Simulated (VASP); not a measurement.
A run of VASP 6.6.1:

INCAR

```
PREC = Accurate ; ENCUT = 600
EDIFF = 1E-6 ; ISMEAR = -1
SIGMA = 0.05 ; LREAL = F
LASPH = T ; NELM = 80
ALGO = Normal ; ISIF = 3
LWAVE = F ; LCHARG = F
IBRION = 2 ; NSW = 60
EDIFFG = -0.01
```

Contents of KPOINTS:

```
Automatic mesh
0
Gamma
  4 4 4
```

The input POSCAR:

```
Cs2AgBiBr6
1.0
    0.0000000000      5.6161000000      5.6161000000
    5.6161000000      0.0000000000      5.6161000000
    5.6161000000      5.6161000000      0.0000000000
Bi Cs Ag Br
1 2 1 6
Direct
    0.0000000000      0.0000000000      0.0000000000
    0.7500000000      0.7500000000      0.7500000000
    0.2500000000      0.2500000000      0.2500000000
    0.5000000000      0.5000000000      0.5000000000
    0.7494500000      0.7494500000      0.2505500000
    0.2505500000      0.2505500000      0.7494500000
    0.7494500000      0.2505500000      0.2505500000
    0.7494500000      0.2505500000      0.7494500000
    0.2505500000      0.7494500000      0.7494500000
    0.2505500000      0.7494500000      0.2505500000
```

Potentials or basis: VASP PAW LDA potentials, release 64 (Bi_d, Cs_sv, Ag, Br).

Run with:

```sh
$ cat potpaw_LDA.64/Bi_d/POTCAR potpaw_LDA.64/Cs_sv/POTCAR potpaw_LDA.64/Ag/POTCAR potpaw_LDA.64/Br/POTCAR > POTCAR
$ mpirun -np 1 vasp_std > vasp.out
```

Hardware: 1 thread of AMD EPYC 9R45 96-Core Processor (Zen 5), with other jobs on the host.

Task: Estimate the wall time of this run.

Result: Run time: 9.4 min on 1 thread of AMD EPYC 9R45 96-Core Processor (Zen 5) (shared host), peak memory 0.54 GiB. Counts: scf iterations 49, k points 8, ion steps 6.
